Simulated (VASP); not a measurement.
Here is a VASP 6.6.1 calculation.

INCAR

```
SYSTEM = Al
AGGAC    = 1.0          
AGGAX    = 1.0          
ALDAC    = 0.0          
ALDAX    = 1.0          
ALGO     = Normal         ! electronic algorithm
EDIFF    = 1E-7           ! SCF threshold, eV
EDIFFG   = -0.02          ! ionic threshold
ENCUT    = 600            ! plane-wave cutoff, eV
GGA      = B5             ! functional
IBRION   = 2              ! ionic algorithm
ISIF     = 3              ! what is computed and relaxed
ISMEAR   = 0              ! smearing method
IVDW     = 12             ! dispersion correction
LASPH    = .TRUE.         ! aspherical terms in the spheres
LCHARG   = .FALSE.        ! write CHGCAR
LREAL    = .FALSE.        ! projectors in reciprocal space
LWAVE    = .FALSE.        ! write WAVECAR
NELM     = 80             ! most SCF steps
NSW      = 80             ! ionic steps
PREC     = Accurate       ! precision mode
SIGMA    = 0.1            ! smearing width, eV
VDW_A1   = 0.4298       
VDW_A2   = 4.2359       
VDW_S6   = 1.0          
VDW_S8   = 2.6996
```

KPOINTS

```
k-points
0
G
  15 15 15
  0 0 0
```

The input POSCAR:

```
Al
1.0
   -1.5912186900      1.5912186900      1.5912186900
    1.5912186900     -1.5912186900      1.5912186900
    1.5912186900      1.5912186900     -1.5912186900
Al
1
Direct
    0.0000000000      0.0000000000      0.0000000000
```

Potentials or basis: VASP PAW PBE potentials, release 64 (Al).

The run is started by

```sh
$ cat potpaw_PBE.64/Al/POTCAR > POTCAR
$ mpirun -np 1 vasp_std > vasp.out
```

Task: Estimate the dispersion energy per atom.

Result: -0.799 eV.

Task: Predict the space group after relaxing (to 0.05 Å).

Result: Im-3m (No. 229).

Final structure:
```
CELL_PARAMETERS angstrom
-1.58718 1.58718 1.58718
1.58718 -1.58718 1.58718
1.58718 1.58718 -1.58718
ATOMIC_POSITIONS crystal
Al 0.00000 0.00000 0.00000
```
